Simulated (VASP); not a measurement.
Crystal: Au.

```
Au
1.0
     0.00000    2.07698    2.07698
     2.07698    0.00000    2.07698
     2.07698    2.07698    0.00000
Au
1
Direct
  0.00000 0.00000 0.00000
```

Base run:

* Program: VASP 6.6.1
* Functional: PBEsol
* Potentials or basis: VASP PAW PBE potentials, release 64 (Au)
* Cutoff: 520 eV
* k mesh: 12 × 12 × 12
* Occupations: fermi-dirac, width 0.06 eV
* Spin: no spin polarisation

Its results: pressure -7.9 GPa.

Question: The run is repeated on the same cell with these changes: functional from PBEsol to LDA; potentials or basis from VASP PAW PBE potentials, release 64 (Au) to VASP PAW LDA potentials, release 64 (Au). What comes out?

Answer: Pressure -11.6 GPa.

Caveats: the PAW data sets were made with another functional, which shifts forces and pressure a little (some runs).
